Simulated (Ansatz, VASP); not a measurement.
# Two plane-wave programs on SnRuC2

```
Sn Ru C
1.0
     3.15908    0.00000    0.00000
    -1.57954    2.73584    0.00000
     0.00000    0.00000   11.62962
Sn Ru C
2 2 4
Direct
  0.00000 0.00000 0.50000
  0.00000 0.00000 0.00000
  0.33333 0.66667 0.75000
  0.66667 0.33333 0.25000
  0.33333 0.66667 0.34418
  0.66667 0.33333 0.84418
  0.66667 0.33333 0.65582
  0.33333 0.66667 0.15582
```

Alike in both runs: functional PBE; k mesh 12 × 12 × 4; occupations gaussian, width 0.1 eV; no spin polarisation.

Ansatz relaxed the structure, and its values are those at the end. VASP's run is a single point on that final structure, the one shown.

|  | VASP | Ansatz |
| --- | --- | --- |
| version | VASP 6.6.1 | Ansatz 0.2.0 |
| potentials or method | VASP PAW PBE potentials, release 64 (Sn_d, Ru_pv, C), cutoff 520 eV | scalar-relativistic, plane waves, PAW |
| valence electrons in the cell | 72 | 76 |

```csv
,VASP,Ansatz,Ansatz less VASP
gap on the k mesh at the Fermi level (eV),none,none,-
pressure (GPa),0.1,0.0,-0.06
```

A gap of «none» marks a metal or a gap that the smearing closes. The functional is the same, so the differences come from potentials, cutoffs and numerics. VASP's potentials hold 72 valence electrons a cell and Ansatz's 76, so a difference there can come from the potentials and not from the codes.
